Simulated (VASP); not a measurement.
Runs of VASP 6.6.1 on ZnS. It takes space group F-43m (No. 216, cubic). The conventional cell has a = 5.388 Å, b = 5.388 Å, c = 5.388 Å, α = 90.00°, β = 90.00°, γ = 90.00°. Within 3.1 Å of Zn (site symmetry -43m) lie 4 S at 2.33 Å. S (site symmetry -43m) has 4 Zn at 2.33 Å within 3.1 Å. 

```csv
level,k mesh,cutoff (eV),grid for exact exchange (PRECFOCK),share of exact exchange,screening parameter,gap on the mesh (eV),pressure (GPa)
HSE06,4 × 4 × 4,400,Normal,0.25,0.2079 1/Å,3.38,(a)
r2SCAN,4 × 4 × 4,550,-,-,-,2.71,0.4
r2SCAN,6 × 6 × 6,550,-,-,-,2.72,0.0
r2SCAN,8 × 8 × 8,550,-,-,-,2.72,0.0
```

Alike in all rows: task single point; potentials or basis VASP PAW PBE potentials, release 64 (Zn, S); no spin polarisation; cell as given; smearing gaussian 0.01 eV.

Fill in the values left out.

(a) 1.6.

Caveats: some runs use coarse meshes; the PAW data sets were made with another functional, which shifts forces and pressure a little.

